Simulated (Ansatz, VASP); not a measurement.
# Ti12B in VASP and in Ansatz

```
Ti B
1.0
     5.90000    0.00000    0.00000
    -4.42500    7.66432    0.00000
     0.00000    0.00000    4.68460
Ti B
12 1
Direct
  0.02334 0.00814 0.01778
  0.18829 0.22625 0.52277
  0.03018 0.33825 0.03059
  0.20093 0.56936 0.48736
  0.03116 0.68575 0.02355
  0.19383 0.90306 0.51196
  0.52290 0.00290 0.00778
  0.68605 0.22022 0.49621
  0.51620 0.33679 0.03278
  0.68703 0.56817 0.48896
  0.52899 0.67997 0.99688
  0.69365 0.89799 0.50187
  0.85830 0.45305 0.75976
```

Alike in both runs: functional PBE; k mesh 4 × 3 × 5; occupations fermi-dirac, width 0.1 eV; no spin polarisation.

Ansatz relaxed the structure, and its values are those at the end. VASP's run is a single point on that final structure, the one shown.

```csv
,VASP,Ansatz
version,VASP 6.6.1,Ansatz 0.2.0
potentials or method,"VASP PAW PBE potentials, release 64 (Ti_sv, B), cutoff 520 eV","scalar-relativistic, plane waves, PAW"
valence electrons in the cell,147,147
```

|  | VASP | Ansatz | Ansatz less VASP |
| --- | --- | --- | --- |
| rms of the force components (eV/Å) | 0.009 | 0.005 | -0.0042 |
